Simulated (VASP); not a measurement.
# SnO (P4/nmm) in VASP: a series of runs

SnO is run at these levels: PBE+D3(BJ); tasks: single point, relaxation of cell and atoms.

All numbers are computed with VASP 6.6.1; they aren't measurements. Logs are shortened: lines on timing, memory, paths and dates and some standing lists are left out, and cuts for length are marked.

## (1) The cell of the first run

It takes space group P4/nmm (No. 129, tetragonal). Conventional cell: a = 3.838 Å, b = 3.838 Å, c = 4.764 Å, α = 90.00°, β = 90.00°, γ = 90.00°. Within 3.0 Å of Sn (site symmetry 4mm) lie 4 O at 2.24 Å. O (site symmetry -4m2) has 4 Sn at 2.24 Å and 4 O at 2.71 Å within 3.0 Å.

## (2) Single point, PBE+D3(BJ)

Contents of INCAR:

```
SYSTEM = SnO
ALGO = Normal ; EDIFF = 1E-6
ENCUT = 520 ; GGA = PE
ISIF = 2 ; ISMEAR = 0
IVDW = 12 ; LASPH = .TRUE.
LCHARG = .FALSE. ; LREAL = .FALSE.
LWAVE = .FALSE. ; NBANDS = 28
NELM = 80 ; PREC = Accurate
SIGMA = 0.01
```

Contents of KPOINTS:

```
k-points
0
G
  8 8 6
  0 0 0
```

Contents of POSCAR:

```
SnO
1.0
    3.8383197996      0.0000000000      0.0000000000
    0.0000000000      3.8383197996      0.0000000000
    0.0000000000      0.0000000000      4.7638769067
Sn O
2 2
Direct
    0.5000000000      0.0000000000      0.2430166508
    0.0000000000      0.5000000000      0.7569833492
    0.0000000000      0.0000000000      0.0000000000
    0.5000000000      0.5000000000      0.0000000000
```

Potentials or basis: VASP PAW PBE potentials, release 64 (Sn_d, O).

Command:

```console
> cat potpaw_PBE.64/Sn_d/POTCAR potpaw_PBE.64/O/POTCAR > POTCAR
> mpirun -np 1 vasp_std > vasp.out
```

OUTCAR:

```text
SYSTEM = SnO
   EDIFF = 1E-6
   ENCUT = 520
   GGA = PE
   ISIF = 2
   ISMEAR = 0
   IVDW = 12
   LASPH = .TRUE.
   LREAL = .FALSE.
   NELM = 80
   PREC = Accurate
 IVDW          = 12

 ion  position               nearest neighbor table
   1  0.500  0.000  0.243-   3 2.24   4 2.24   4 2.24   3 2.24   2 3.57   2 3.57   2 3.57   2 3.57
                             2 3.66   2 3.66   2 3.66   2 3.66
   2  0.000  0.500  0.757-   3 2.24   4 2.24   3 2.24   4 2.24   1 3.57   1 3.57   1 3.57   1 3.57
                             1 3.66   1 3.66   1 3.66   1 3.66
   3  0.000  0.000  0.000-   1 2.24   2 2.24   2 2.24   1 2.24
   4  0.500  0.500  0.000-   1 2.24   2 2.24   1 2.24   2 2.24

  LATTYP: Found a simple tetragonal cell.
 ALAT       =     3.8383197996
 C/A-ratio  =     1.2411360062

  Lattice vectors:

 A1 = (   3.8383197996,   0.0000000000,   0.0000000000)
 A2 = (   0.0000000000,   3.8383197996,   0.0000000000)
 A3 = (   0.0000000000,   0.0000000000,   4.7638769067)

Analysis of symmetry for initial positions (statically):
=====================================================================
 Subroutine PRICEL returns:
 Original cell was already a primitive cell.

 Routine SETGRP: Setting up the symmetry group for a
 simple tetragonal supercell.

 Subroutine GETGRP returns: Found 16 space group operations
 (whereof  8 operations were pure point group operations)
 out of a pool of 16 trial point group operations.

The static configuration has the point symmetry D_2d.
 The point group associated with its full space group is D_4h.

Analysis of symmetry for dynamics (positions and initial velocities):
=====================================================================
 Subroutine PRICEL returns:
 Original cell was already a primitive cell.

 Routine SETGRP: Setting up the symmetry group for a
 simple tetragonal supercell.

 Subroutine GETGRP returns: Found 16 space group operations
 (whereof  8 operations were pure point group operations)
 out of a pool of 16 trial point group operations.

The dynamic configuration has the point symmetry D_2d.
 The point group associated with its full space group is D_4h.

 Subroutine INISYM returns: Found 16 space group operations
 (whereof  8 operations are pure point group operations),
 and found     1 'primitive' translations

----------------------------------------------------------------------------------------

                                     Primitive cell

  volume of cell :      70.1848

  direct lattice vectors                    reciprocal lattice vectors
     3.838319800  0.000000000  0.000000000     0.260530662  0.000000000  0.000000000
     0.000000000  3.838319800  0.000000000     0.000000000  0.260530662  0.000000000
     0.000000000  0.000000000  4.763876907     0.000000000  0.000000000  0.209913064

  length of vectors
     3.838319800  3.838319800  4.763876907     0.260530662  0.260530662  0.209913064

  position of ions in fractional coordinates (direct lattice)
     0.500000000  0.000000000  0.243016651
     0.000000000  0.500000000  0.756983349
     0.000000000  0.000000000  0.000000000
     0.500000000  0.500000000  0.000000000

  ion indices of the primitive-cell ions
   primitive index   ion index
                 1           1
                 2           2
                 3           3
                 4           4

----------------------------------------------------------------------------------------

 KPOINTS: k-points

Automatic generation of k-mesh.
 Grid dimensions read from file:
 generate k-points for:    8    8    6

 Generating k-lattice:

  Cartesian coordinates                     Fractional coordinates (reciprocal lattice)
     0.032566333  0.000000000  0.000000000     0.125000000  0.000000000  0.000000000
     0.000000000  0.032566333  0.000000000     0.000000000  0.125000000  0.000000000
     0.000000000  0.000000000  0.034985511     0.000000000  0.000000000  0.166666667

  Length of vectors
     0.032566333  0.032566333  0.034985511

  Shift w.r.t. Gamma in fractional coordinates (k-lattice)
     0.000000000  0.000000000  0.000000000

 Subroutine IBZKPT returns following result:
 ===========================================

 Found     60 irreducible k-points:

 Following reciprocal coordinates:
            Coordinates               Weight
  0.000000  0.000000  0.000000      1.000000
  0.125000  0.000000  0.000000      4.000000
  0.250000  0.000000  0.000000      4.000000
  0.375000  0.000000  0.000000      4.000000
  0.500000  0.000000  0.000000      2.000000
  0.125000  0.125000  0.000000      4.000000
[... 16 lines left out ...]
  0.375000  0.125000  0.166667     16.000000
  0.500000  0.125000  0.166667      8.000000
 [... further k-points ...]
   k-points           NKPTS =     60   k-points in BZ     NKDIM =     60   number of bands    NBANDS=     28
   number of dos      NEDOS =    301   number of ions     NIONS =      4
   total plane-waves  NPLWV =  32400
   dimension x,y,z NGX =    30 NGY =   30 NGZ =   36
   dimension x,y,z NGXF=    60 NGYF=   60 NGZF=   72
   ions per type =               2   2
   NGX,Y,Z   is equivalent  to a cutoff of  12.99, 12.99, 12.56 a.u.
   NGXF,Y,Z  is equivalent  to a cutoff of  25.99, 25.99, 25.13 a.u.
 SYSTEM =  SnO
   PREC   = accura    normal or accurate (medium, high low for compatibility)
   ISTART =      0    job   : 0-new  1-cont  2-samecut
   ICHARG =      2    charge: 1-file 2-atom 10-const
   ISPIN  =      1    spin polarized calculation?
   LNONCOLLINEAR =      F non collinear calculations
   LSORBIT =      F    spin-orbit coupling
   LASPH  =      T    aspherical Exc in radial PAW
   ENCUT  =  520.0 eV  38.22 Ry    6.18 a.u.   7.14  7.14  8.86*2*pi/ulx,y,z
   NELM   =     80;   NELMIN=  2; NELMDL= -5     # of ELM steps
   EDIFF  = 0.1E-05   stopping-criterion for ELM
   LREAL  =      F    real-space projection
   EDIFFG = 0.1E-04   stopping-criterion for IOM
   NSW    =      0    number of steps for IOM
   IBRION =     -1    ionic relax: 0-MD 1-quasi-New 2-CG
   NFREE  =      0    steps in history (QN), initial steepest desc. (CG)
   ISIF   =      2    stress and relaxation
   ISYM   =      2    0-nonsym 1-usesym 2-fastsym
   POTIM  = 0.5000    time-step for ionic-motion
   TEBEG  =    0.0;   TEEND  =   0.0 temperature during run
   PSTRESS=    0.0 pullay stress
   NELECT =      40.0000    total number of electrons
   NUPDOWN=      -1.0000    fix difference up-down
   EMIN   =  10.00;   EMAX   =-10.00  energy-range for DOS
   EFERMI =   0.00;   METHOD = LEGACY
   ISMEAR =     0;   SIGMA  =   0.01  broadening in eV -4-tet -1-fermi 0-gaus
   EFERMI_NEDOS =   21; number of points for ismear=-14 and -15
   IALGO  =     38    algorithm
   IMIX   =      4    mixing-type and parameters
     AMIX     =   0.40;   BMIX     =  1.00
     AMIX_MAG =   1.60;   BMIX_MAG =  1.00
  volume/ion in A,a.u.               =      17.55       118.41
  Fermi-wavevector in a.u.,A,eV,Ry     =   1.357315  2.564953 25.066056  1.842303
  Thomas-Fermi vector in A             =   2.484244
   LORBIT       =      0    0 simple, 1 ext, 2 COOP (PROOUT), +10 PAW based schemes
   GGA     = PE    functional components
   LHFCALC =     F    Hartree Fock is set to
   AEXX    =    0.0000 exact exchange contribution
   IVDW    =    12    specifies the selected vdW correction
   LEPSILON=     F    determine dielectric tensor
   LRPA    =     F    only Hartree local field effects (RPA)
 non-spin polarized calculation
 Gauss-broadening in eV      SIGMA  =   0.01
  energy-cutoff  :      520.00
  volume of cell :       70.18
 maximum number of plane-waves:      1912
 NGX is ok and might be reduce to    30
   NGX = 15   NGY = 15   NGZ = 17

 number of electron      40.0000013 magnetization

 Free energy of the ion-electron system (eV)
  ---------------------------------------------------
  ext. energy  EPLUGINS =         0.00000000
  ---------------------------------------------------
  free energy    TOTEN  =       -22.69060702 eV

  energy without entropy =      -22.69059382  energy(sigma->0) =      -22.69060042

 E-fermi :   7.0764     XC(G=0): -10.2670

 val. band max:        7.0666156484   @ k =   0.0000   0.0000   0.0000
 cond. band min:       7.0884719322   @ k =   0.5000   0.5000   0.0000
 fundamental gap:      0.0218562838
 Fermi energy:         7.0764261680

 k-point     1 :       0.0000    0.0000    0.0000
  band No.  band energies     occupation
      1     -14.8489      2.00000
      2     -14.4563      2.00000
      3     -14.4563      2.00000
      4     -14.4472      2.00000
      5     -14.4172      2.00000
      6     -14.4083      2.00000
[... 20 lines left out ...]
     27      13.7571      0.00000
     28      14.1680      0.00000

 k-point     2 :       0.1250    0.0000    0.0000
  band No.  band energies     occupation
      1     -14.8400      2.00000
      2     -14.4534      2.00000
      3     -14.4521      2.00000
      4     -14.4470      2.00000
      5     -14.4177      2.00000
      6     -14.4029      2.00000
[... 20 lines left out ...]
     27      13.9367      0.00000
     28      15.3023      0.00000

 k-point     3 :       0.2500    0.0000    0.0000
  band No.  band energies     occupation
      1     -14.8151      2.00000
      2     -14.5207      2.00000
      3     -14.4447      2.00000
      4     -14.4409      2.00000
      5     -14.4187      2.00000
      6     -14.4171      2.00000
[... 20 lines left out ...]
     27      14.2010      0.00000
     28      17.2865      0.00000

 k-point     4 :       0.3750    0.0000    0.0000
  band No.  band energies     occupation
      1     -14.7752      2.00000
      2     -14.6286      2.00000
      3     -14.4316      2.00000
      4     -14.4270      2.00000
      5     -14.4186      2.00000
      6     -14.4132      2.00000
[... 578 lines left out ...]
     27      15.1859      0.00000
     28      16.6028      0.00000

 k-point    23 :       0.3750    0.1250    0.1667
  band No.  band energies     occupation
      1     -14.7779      2.00000
      2     -14.6520      2.00000
      3     -14.4436      2.00000
      4     -14.4276      2.00000
      5     -14.4207      2.00000
      6     -14.4075      2.00000
[... 20 lines left out ...]
     27      15.4159      0.00000
     28      16.0036      0.00000

 k-point    24 :       0.5000    0.1250    0.1667
  band No.  band energies     occupation
      1     -14.7277      2.00000
      2     -14.7277      2.00000
      3     -14.4348      2.00000
      4     -14.4348      2.00000
      5     -14.4124      2.00000
      6     -14.4124      2.00000
[... 20 lines left out ...]
     27      15.6782      0.00000
     28      15.6782      0.00000

 [... further k-points ...]

------------------------ aborting loop because EDIFF is reached ----------------------------------------

 Edisp (eV)   -0.93775

 E8    (eV) :    -0.4069

  FORCE on cell =-STRESS in cart. coord.  units (eV):
  Direction    XX          YY          ZZ          XY          YZ          ZX
  --------------------------------------------------------------------------------------
  -------------------------------------------------------------------------------------
  Total       0.08495     0.08495     0.09155     0.00000    -0.00000     0.00000
  in kB       1.93912     1.93912     2.08981     0.00000    -0.00000     0.00000
  external pressure =        1.99 kB  Pullay stress =        0.00 kB

 VOLUME and BASIS-vectors are now :
 -----------------------------------------------------------------------------
  energy-cutoff  :      520.00
  volume of cell :       70.18
      direct lattice vectors                 reciprocal lattice vectors
     3.838319800  0.000000000  0.000000000     0.260530662  0.000000000  0.000000000
     0.000000000  3.838319800  0.000000000     0.000000000  0.260530662  0.000000000
     0.000000000  0.000000000  4.763876907     0.000000000  0.000000000  0.209913064

 POSITION                                       TOTAL-FORCE (eV/Angst)
 -----------------------------------------------------------------------------------
      1.91916      0.00000      1.15770         0.000000      0.000000      0.081580
      0.00000      1.91916      3.60618         0.000000      0.000000     -0.081580
      0.00000      0.00000      0.00000         0.000000     -0.000000      0.000000
      1.91916      1.91916      0.00000        -0.000000      0.000000      0.000000
 -----------------------------------------------------------------------------------
    total drift:                                0.000000      0.000000      0.000000

  FREE ENERGIE OF THE ION-ELECTRON SYSTEM (eV)
  ---------------------------------------------------
  free  energy   TOTEN  =       -23.6283584265 eV

  energy  without entropy=      -23.6283452306  energy(sigma->0) =      -23.62835183
```

Wall time 79 s (1 thread of Intel Xeon Platinum 8488C (Sapphire Rapids), shared host); peak memory 0.25 GiB.

Results:

- Free energy: -23.6284 eV
- Pressure: 0.2 GPa
- Largest force: 0.082 eV/Å
- Dispersion energy per atom: -0.234 eV

Forces in eV/Å, atoms in the order of the input:
```
Sn   0.000  0.000  0.082
Sn   0.000  0.000 -0.082
O    0.000  0.000  0.000
O    0.000  0.000  0.000
```

Caveat: spin-orbit coupling is left out, which moves the levels of the heavy elements.

## (3) Relaxation of cell and atoms, PBE+D3(BJ)

This run uses another cell than the first one, of 17.46 Å³/atom.

Contents of INCAR:

```
SYSTEM = SnO
PREC = Accurate
ENCUT = 600
EDIFF = 1E-6
ISMEAR = 0
SIGMA = 0.01
LREAL = .FALSE.
LASPH = .TRUE.
NELM = 60
ALGO = Normal
ISIF = 3
LWAVE = .FALSE.
LCHARG = .FALSE.
GGA = PE
IVDW = 12
IBRION = 2
NSW = 80
EDIFFG = -0.001
```

Contents of KPOINTS:

```
Automatic mesh
0
G
  8 8 6
  0 0 0
```

Contents of POSCAR:

```
SnO
1.0
    3.7986000000      0.0000000000      0.0000000000
    0.0000000000      3.7986000000      0.0000000000
    0.0000000000      0.0000000000      4.8408000000
Sn O
2 2
Direct
    0.5000000000      0.0000000000      0.2369000000
    0.0000000000      0.5000000000      0.7631000000
    0.0000000000      0.0000000000      0.0000000000
    0.5000000000      0.5000000000      0.0000000000
```

Potentials or basis: VASP PAW PBE potentials, release 64 (Sn_d, O).

Command:

```console
> cat potpaw_PBE.64/Sn_d/POTCAR potpaw_PBE.64/O/POTCAR > POTCAR
> mpirun -np 1 vasp_std > vasp.out
```

Run time: 14 min. Hardware: 1 thread of Intel Xeon Platinum 8488C (Sapphire Rapids), shared host; peak memory 0.26 GiB.

Results (log left out):

```
Free energy                           : -23.6335 eV
Relaxed volume                        : 17.41 Å³/atom
Relaxed cell                          : a = 3.834 Å, b = 3.834 Å, c = 4.736 Å, α = 90.00°, β = 90.00°, γ = 90.00°
Space group after relaxing (to 0.1 Å) : P4/nmm (No. 129)
Energy gained by relaxing             : 7.0 meV/atom
Ionic steps                           : 35
Pressure after relaxing               : 0.0 GPa
Band gap on the k mesh                : zero (bands 20 and 21 overlap by 0.06 eV)
Dispersion energy per atom            : -0.236 eV
```

Step by step:
```
step  energy change (eV)  largest force (eV/Å)  pressure (GPa)  volume (Å³)
   1              0.0000                0.5970            2.85        69.85
   2              0.0007                0.5049           -2.93        73.04
   3             -0.0222                0.0315           -0.21        71.39
   4             -0.0222                0.0430           -0.09        71.36
   5             -0.0234                0.0539           -0.12        71.25
   6             -0.0255                0.0869           -0.12        70.89
   7             -0.0237                0.1493           -0.08        70.16
   8             -0.0258                0.1084           -0.13        70.69
   9             -0.0268                0.0495           -0.18        70.46
  10             -0.0273                0.0152           -0.31        70.14
  11             -0.0278                0.0521            0.10        69.65
  12             -0.0278                0.0496            0.11        69.68
  13             -0.0278                0.0439            0.05        69.74
  14             -0.0279                0.0075            0.07        69.58
  15             -0.0279                0.0145            0.09        69.60
  16             -0.0279                0.0163           -0.09        69.70
  17             -0.0279                0.0021            0.00        69.64
  18             -0.0279                0.0018            0.00        69.65
  19             -0.0279                0.0020           -0.01        69.65
  20             -0.0279                0.0031           -0.01        69.65
  21             -0.0279                0.0050            0.00        69.64
  22             -0.0279                0.0007            0.01        69.64
  23             -0.0279                0.0017           -0.01        69.64
  24             -0.0279                0.0036            0.00        69.63
  25             -0.0279                0.0001           -0.01        69.63
  26             -0.0279                0.0002           -0.02        69.63
  27             -0.0279                0.0003           -0.02        69.63
  28             -0.0279                0.0020           -0.02        69.63
  29             -0.0279                0.0028           -0.01        69.63
  30             -0.0279                0.0002           -0.01        69.63
  31             -0.0279                0.0010           -0.01        69.63
  32             -0.0279                0.0005           -0.01        69.63
  33             -0.0279                0.0006           -0.02        69.63
  34             -0.0279                0.0042            0.03        69.61
  35             -0.0279                0.0001            0.01        69.62
```

Final structure:
```yaml
crystal:
  lattice:
    - [3.83424, 0.00000, 0.00000]
    - [0.00000, 3.83424, 0.00000]
    - [0.00000, 0.00000, 4.73586]
  atoms:
    - { symbol: Sn, position: [0.50000, 0.00000, 0.24566] }
    - { symbol: Sn, position: [0.00000, 0.50000, 0.75434] }
    - { symbol: O, position: [0.00000, 0.00000, 0.00000] }
    - { symbol: O, position: [0.50000, 0.50000, 0.00000] }
```

Levels at points of the mesh, in eV from the Fermi level:
| k point | band 17 | band 18 | band 19 | band 20 | band 21 | band 22 | band 23 | band 24 |
| --- | --- | --- | --- | --- | --- | --- | --- | --- |
| (0.00, 0.00, 0.00) | -3.33 | -3.02 | -3.02 | 0.01 | 2.21 | 4.49 | 4.49 | 4.78 |
| (0.50, 0.00, 0.00) | -4.67 | -4.67 | -2.69 | -2.69 | 3.32 | 3.32 | 5.79 | 5.79 |
| (0.50, 0.50, 0.00) | -2.38 | -2.38 | -1.86 | -1.86 | -0.05 | -0.05 | 4.55 | 4.55 |
| (0.00, 0.00, 0.50) | -3.04 | -3.04 | -2.95 | -2.08 | 1.76 | 2.78 | 2.78 | 3.56 |
| (0.50, 0.00, 0.50) | -4.62 | -4.62 | -1.67 | -1.67 | 2.73 | 2.73 | 5.25 | 5.25 |
| (0.50, 0.50, 0.50) | -2.77 | -2.77 | -2.38 | -2.38 | 2.32 | 2.32 | 4.29 | 4.29 |

Caveat: semilocal functionals underestimate gaps, so a narrow gap can read as zero; spin-orbit coupling is left out, which moves the levels of the heavy elements.
